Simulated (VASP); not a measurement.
# O (C2/m) in VASP: a series of runs

Runs on O. Level: PBE. Tasks: single point.

All numbers are computed with VASP 6.6.1; they aren't measurements. Logs are shortened: lines on timing, memory, paths and dates and some standing lists are left out, and cuts for length are marked.

## 1. The cell of the first run

The structure is monoclinic, space group C2/m (No. 12). The conventional cell has a = 5.703 Å, b = 3.325 Å, c = 4.363 Å, α = 90.00°, β = 123.29°, γ = 90.00°. Within 1.6 Å of O (site symmetry m) lie 1 O at 1.22 Å.

## 2. Single point, PBE, collinear spin, ferromagnetic start

INCAR reads:

```
SYSTEM = O
PREC = Accurate
ENCUT = 520
EDIFF = 1E-6
ISMEAR = -1
SIGMA = 0.05
LREAL = .FALSE.
LASPH = .TRUE.
NELM = 150
ALGO = Normal
ISIF = 2
LWAVE = .FALSE.
LCHARG = .FALSE.
ISPIN = 2
MAGMOM = 1.2 1.2
LORBIT = 11
NUPDOWN = 2.4
GGA = PE
NBANDS = 17
```

KPOINTS reads:

```
Automatic mesh
0
G
  10 10 8
  0 0 0
```

POSCAR reads:

```
O
1.0
    2.8514028533     -1.6624159400      0.0000000000
    2.8514028533      1.6624159400      0.0000000000
   -2.3944914034      0.0000000000      3.6470501824
O
2
Direct
    0.0254538300      0.0254538300      0.1555740200
    0.9745461700      0.9745461700      0.8444259800
```

Potentials or basis: VASP PAW PBE potentials, release 64 (O).

Launch:

```bash
$ cat potpaw_PBE.64/O/POTCAR > POTCAR
$ mpirun -np 1 vasp_std > vasp.out
```

OUTCAR:

```text
SYSTEM = O
   PREC = Accurate
   ENCUT = 520
   EDIFF = 1E-6
   ISMEAR = -1
   LREAL = .FALSE.
   LASPH = .TRUE.
   NELM = 150
   ISIF = 2
   ISPIN = 2
   LORBIT = 11
   NUPDOWN = 2.4
   GGA = PE

 ion  position               nearest neighbor table
   1  0.025  0.025  0.156-   2 1.22
   2  0.975  0.975  0.844-   1 1.22

  LATTYP: Found a base centered monoclinic cell.
 ALAT       =     5.7028057066
 B/A-ratio  =     0.5830168607
 C/A-ratio  =     0.7650377976
 COS(beta)  =    -0.5488350190

  Lattice vectors:

 A1 = (   2.8514028533,  -1.6624159400,   0.0000000000)
 A2 = (   2.8514028533,   1.6624159400,   0.0000000000)
 A3 = (  -2.3944914034,   0.0000000000,   3.6470501824)

Analysis of symmetry for initial positions (statically):
=====================================================================
 Subroutine PRICEL returns:
 Original cell was already a primitive cell.

 Routine SETGRP: Setting up the symmetry group for a
 base centered monoclinic supercell.

 Subroutine GETGRP returns: Found  4 space group operations
 (whereof  4 operations were pure point group operations)
 out of a pool of  4 trial point group operations.

The static configuration has the point symmetry C_2h.

Analysis of symmetry for dynamics (positions and initial velocities):
=====================================================================
 Subroutine PRICEL returns:
 Original cell was already a primitive cell.

 Routine SETGRP: Setting up the symmetry group for a
 base centered monoclinic supercell.

 Subroutine GETGRP returns: Found  4 space group operations
 (whereof  4 operations were pure point group operations)
 out of a pool of  4 trial point group operations.

The dynamic configuration has the point symmetry C_2h.

Analysis of structural, dynamic, and magnetic symmetry:
=====================================================================
 Subroutine PRICEL returns:
 Original cell was already a primitive cell.

 Routine SETGRP: Setting up the symmetry group for a
 base centered monoclinic supercell.

 Subroutine GETGRP returns: Found  4 space group operations
 (whereof  4 operations were pure point group operations)
 out of a pool of  4 trial point group operations.

The overall configuration has the point symmetry C_2h.

 Subroutine INISYM returns: Found  4 space group operations
 (whereof  4 operations are pure point group operations),
 and found     1 'primitive' translations

----------------------------------------------------------------------------------------

                                     Primitive cell
[... 109 lines left out ...]
   IMIX   =      4    mixing-type and parameters
     AMIX     =   0.40;   BMIX     =  1.00
     AMIX_MAG =   1.60;   BMIX_MAG =  1.00
  volume/ion in A,a.u.               =      17.29       116.66
  Fermi-wavevector in a.u.,A,eV,Ry     =   1.150479  2.174089 18.008688  1.323601
  Thomas-Fermi vector in A             =   2.287142
   LORBIT       =     11    0 simple, 1 ext, 2 COOP (PROOUT), +10 PAW based schemes
   GGA     = PE    functional components
   LHFCALC =     F    Hartree Fock is set to
   AEXX    =    0.0000 exact exchange contribution
   IVDW    =     0    specifies the selected vdW correction
   LEPSILON=     F    determine dielectric tensor
   LRPA    =     F    only Hartree local field effects (RPA)
 spin polarized calculation
  energy-cutoff  :      520.00
  volume of cell :       34.58
 maximum number of plane-waves:       958
 NGX is ok and might be reduce to    28
   NGX = 13   NGY = 13   NGZ = 17

 number of electron      11.9999999 magnetization       2.4000001

 Free energy of the ion-electron system (eV)
  ---------------------------------------------------
  ext. energy  EPLUGINS =         0.00000000
  ---------------------------------------------------
  free energy    TOTEN  =        -7.49477979 eV

  energy without entropy =       -7.47658938  energy(sigma->0) =       -7.48568459

 E-fermi :  -7.1884     XC(G=0):  -7.6247

 val. band max:        5.0015645463   @ k =   0.3000   0.1000   0.3750
 cond. band min:      -7.1877587876   @ k =   0.0000   0.0000   0.5000
 fundamental gap:    -12.1893233339
 Fermi energy:         5.0204856956

 spin component 1

 k-point     1 :       0.0000    0.0000    0.0000
  band No.  band energies     occupation
      1     -29.2894      1.00000
      2     -16.7299      1.00000
      3     -10.2412      1.00000
      4      -9.3410      1.00000
      5      -9.3388      1.00000
      6      -3.3373      1.00000
[... 459 lines left out ...]
      6      -3.2482      1.00000
[... 9 lines left out ...]
     16      22.4590      0.00000
     17      23.3519      0.00000

 [... further k-points ...]

 spin component 2

 k-point     1 :       0.0000    0.0000    0.0000
  band No.  band energies     occupation
      1     -27.8149      1.00000
      2     -14.6604      1.00000
      3      -9.2511      1.00000
      4      -7.0902      0.12301
      5      -7.0526      0.06207
      6      -0.7114      0.00000
[... 459 lines left out ...]
      6      -0.6201      0.00000
[... 9 lines left out ...]
     16      22.9854      0.00000
     17      23.9436      0.00000

 [... further k-points ...]
[... 5 lines left out ...]
  --------------------------------------------------------------------------------------
  -------------------------------------------------------------------------------------
  Total        1.2948573      0.5396111      5.2316511      0.0000000      0.0000000     -1.8773878
  in kB       60.0015503     25.0046906    242.4260823      0.0000000      0.0000000    -86.9950545
  external PRESSURE =     109.1441078 kB  Pullay stress =       0.0000000 kB

 VOLUME and BASIS-vectors are now :
 -----------------------------------------------------------------------------
  energy-cutoff  :      520.00
  volume of cell :       34.58
      direct lattice vectors                 reciprocal lattice vectors
     2.851402853 -1.662415940  0.000000000     0.175352283 -0.300767087  0.115128532
     2.851402853  1.662415940  0.000000000     0.175352283  0.300767087  0.115128532
    -2.394491403  0.000000000  3.647050182     0.000000000  0.000000000  0.274194198

 POSITION                                       TOTAL-FORCE (eV/Angst)
 -----------------------------------------------------------------------------------
     -0.22736      0.00000      0.56739        -1.654138      0.000000      3.930129
      3.53568      0.00000      3.07966         1.654138      0.000000     -3.930129
 -----------------------------------------------------------------------------------
    total drift:                                0.000000      0.000000      0.000000

  FREE ENERGIE OF THE ION-ELECTRON SYSTEM (eV)
  ---------------------------------------------------
  free  energy   TOTEN  =        -7.4947797919 eV

  energy  without entropy=       -7.4765893820  energy(sigma->0) =       -7.48568459

 total charge

# of ion       s       p       d       tot
------------------------------------------
    1        1.630   3.245   0.000   4.874
    2        1.630   3.245   0.000   4.874
--------------------------------------------------
tot          3.259   6.489   0.000   9.748

 magnetization (x)

# of ion       s       p       d       tot
------------------------------------------
    1        0.024   0.896   0.000   0.920
    2        0.024   0.896   0.000   0.920
--------------------------------------------------
tot          0.048   1.792   0.000   1.839
```

It took 2.9 min on 1 thread of Oxide Virtual Turin-like, shared host; peak memory 0.26 GiB.

Results:

* Free energy: -7.4948 eV
* Pressure: 10.9 GPa
* Largest force: 4.264 eV/Å
* Net moment: 2.40 μB per cell
* Site moments: O +0.92 μB
* Valence electrons inside the program's atomic spheres: O 4.87

Forces on the atoms (eV/Å):
```
O   -1.654  0.000  3.930
O    1.654  0.000 -3.930
```

Caveat: the standard files for N, O and F lose accuracy on very short bonds; the total moment is fixed, so each spin has its own Fermi level; forces of over 1 eV/Å act on the atoms, so gaps and moduli don't describe the material at rest.

## 3. Single point, PBE, collinear spin, ferromagnetic start

INCAR reads:

```
SYSTEM = O
PREC     = Accurate       ! precision mode
ENCUT    = 520            ! plane-wave cutoff, eV
EDIFF    = 1E-7           ! SCF threshold, eV
ISMEAR   = -1             ! smearing method
SIGMA    = 0.05           ! smearing width, eV
LREAL    = .FALSE.        ! projectors in reciprocal space
LASPH    = .TRUE.         ! aspherical terms in the spheres
NELM     = 150            ! most SCF steps
ALGO     = Normal         ! electronic algorithm
ISIF     = 2              ! what is computed and relaxed
LWAVE    = .FALSE.        ! write WAVECAR
LCHARG   = .TRUE.         ! write CHGCAR
ISPIN    = 2              ! spin polarisation
MAGMOM   = 1.35 1.35      ! initial moments
LORBIT   = 11             ! projections on sites
NUPDOWN  = 2.7            ! fixed moment
GGA      = PE             ! functional
LELF     = .TRUE.         ! ELF
LVHAR    = .TRUE.       
NBANDS   = 17             ! bands
```

KPOINTS is that of step 2.

POSCAR is that of step 2.

Potentials or basis: VASP PAW PBE potentials, release 64 (O).

Launch:

```bash
$ cat potpaw_PBE.64/O/POTCAR > POTCAR
$ mpirun -np 1 vasp_std > vasp.out
```

OUTCAR:

```text
SYSTEM = O
   PREC = Accurate
   ENCUT = 520
   EDIFF = 1E-7
   ISMEAR = -1
   LREAL = .FALSE.
   LASPH = .TRUE.
   NELM = 150
   ISIF = 2
   ISPIN = 2
   LORBIT = 11
   NUPDOWN = 2.7
   GGA = PE

 ion  position               nearest neighbor table
   1  0.025  0.025  0.156-   2 1.22
   2  0.975  0.975  0.844-   1 1.22

  LATTYP: Found a base centered monoclinic cell.
 ALAT       =     5.7028057066
 B/A-ratio  =     0.5830168607
 C/A-ratio  =     0.7650377976
 COS(beta)  =    -0.5488350190

[... 1177 lines left out ...]
  external PRESSURE =     180.8496244 kB  Pullay stress =       0.0000000 kB

 VOLUME and BASIS-vectors are now :
 -----------------------------------------------------------------------------
  energy-cutoff  :      520.00
  volume of cell :       34.58
      direct lattice vectors                 reciprocal lattice vectors
     2.851402853 -1.662415940  0.000000000     0.175352283 -0.300767087  0.115128532
     2.851402853  1.662415940  0.000000000     0.175352283  0.300767087  0.115128532
    -2.394491403  0.000000000  3.647050182     0.000000000  0.000000000  0.274194198

 POSITION                                       TOTAL-FORCE (eV/Angst)
 -----------------------------------------------------------------------------------
     -0.22736      0.00000      0.56739        -2.927014      0.000000      6.888755
      3.53568      0.00000      3.07966         2.927014      0.000000     -6.888755
 -----------------------------------------------------------------------------------
    total drift:                                0.000000      0.000000      0.000000

  FREE ENERGIE OF THE ION-ELECTRON SYSTEM (eV)
  ---------------------------------------------------
  free  energy   TOTEN  =        -5.6387746349 eV

  energy  without entropy=       -5.6159340678  energy(sigma->0) =       -5.62735435

 total charge

# of ion       s       p       d       tot
------------------------------------------
    1        1.641   3.212   0.000   4.853
    2        1.641   3.212   0.000   4.853
--------------------------------------------------
tot          3.282   6.423   0.000   9.705

 magnetization (x)

# of ion       s       p       d       tot
------------------------------------------
    1        0.033   0.973   0.000   1.006
    2        0.033   0.973   0.000   1.006
--------------------------------------------------
tot          0.066   1.946   0.000   2.012
```

OSZICAR:

```text
N       E                     dE             d eps       ncg     rms          rms(c)
DAV:   1     0.469439691930E+02    0.46944E+02   -0.53920E+03 15580   0.594E+02
DAV:   2    -0.376274047301E+01   -0.50707E+02   -0.47889E+02 20294   0.152E+02
DAV:   3    -0.547445521147E+01   -0.17117E+01   -0.16997E+01 17491   0.251E+01
DAV:   4    -0.548050882900E+01   -0.60536E-02   -0.60532E-02 19556   0.175E+00
DAV:   5    -0.548053560291E+01   -0.26774E-04   -0.26773E-04 17589   0.109E-01    0.641E+00
DAV:   6    -0.544882936348E+01    0.31706E-01   -0.11269E+00 16592   0.765E+00    0.298E+00
DAV:   7    -0.556434201085E+01   -0.11551E+00   -0.24817E-01 16261   0.369E+00    0.141E+00
DAV:   8    -0.563440491809E+01   -0.70063E-01   -0.95493E-02 17371   0.205E+00    0.371E-01
DAV:   9    -0.563946936797E+01   -0.50644E-02   -0.51112E-03 17827   0.526E-01    0.202E-01
DAV:  10    -0.563877607499E+01    0.69329E-03   -0.23446E-03 16457   0.294E-01    0.681E-02
DAV:  11    -0.563881201180E+01   -0.35937E-04   -0.79705E-05 19107   0.679E-02    0.408E-02
DAV:  12    -0.563877035164E+01    0.41660E-04   -0.55063E-05 16586   0.525E-02    0.205E-02
DAV:  13    -0.563877414823E+01   -0.37966E-05   -0.24001E-05 17297   0.262E-02    0.152E-02
DAV:  14    -0.563877512723E+01   -0.97900E-06   -0.59357E-06 17868   0.138E-02    0.110E-02
DAV:  15    -0.563877515068E+01   -0.23447E-07   -0.13229E-06 17269   0.796E-03    0.737E-03
DAV:  16    -0.563877478174E+01    0.36894E-06   -0.46446E-06 16670   0.147E-02    0.322E-03
DAV:  17    -0.563877459997E+01    0.18177E-06   -0.62721E-07 16745   0.501E-03    0.129E-03
DAV:  18    -0.563877463490E+01   -0.34930E-07   -0.85347E-08 17084   0.203E-03
   1 F= -.56387746E+01 E0= -.56273544E+01  d E =-.228406E-01  mag=     2.7000
```

stdout:

```text
POSCAR found type information on POSCAR O
 POSCAR found :  1 types and       2 ions
 scaLAPACK will be used
 LDA part: xc-table for (Slater+PW92), standard interpolation
 POSCAR, INCAR and KPOINTS ok, starting setup
 FFT: planning ... GRIDC
 FFT: planning ... GRID_SOFT
 FFT: planning ... GRID
 WAVECAR not read
 entering main loop
```

Run time: 4.4 min. Hardware: 1 thread of Oxide Virtual Turin-like, shared host; peak memory 0.27 GiB.

What came out:

```yaml
Free_energy: -5.6388 eV
Pressure: 18.1 GPa
Largest_force: 7.485 eV/Å
Net_moment: 2.70 μB per cell
Site_moments: O +1.01 μB
Valence_electrons_inside_the_program's_atomic_spheres: O 4.85
```

Forces in eV/Å, atoms in the order of the input:
```
O   -2.927  0.000  6.889
O    2.927  0.000 -6.889
```

Caveat: the standard files for N, O and F lose accuracy on very short bonds; the total moment is fixed, so each spin has its own Fermi level; forces of over 1 eV/Å act on the atoms, so gaps and moduli don't describe the material at rest.
